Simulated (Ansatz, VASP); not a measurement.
**O in VASP and in Ansatz**

```
O
1.0
    12.00000    0.00000    0.00000
     0.00000   12.30000    0.00000
     0.00000    0.00000   12.60000
O
2
Direct
  0.50000 0.50000 0.45147
  0.50000 0.50000 0.54853
```

Alike in both runs: task single point; functional revPBE; k mesh 1 × 1 × 1; occupations fermi-dirac, width 0.01 eV; non-collinear spin, spin-orbit coupling.

|  | VASP | Ansatz |
| --- | --- | --- |
| version | VASP 6.6.1 | Ansatz 0.2.0 |
| potentials or method | VASP PAW PBE potentials, release 64 (O), cutoff 520 eV | plane waves (420 eV) with PAW, fully relativistic with spin-orbit coupling |
| valence electrons in the cell | 12 | 12 |

```csv
,VASP,Ansatz,Ansatz less VASP
net moment per atom (μB),1.00,1.00,0.000
```

VASP's potentials were made for PBE, not for revPBE.

Noted on VASP's run: the standard files for N, O and F lose accuracy on very short bonds.
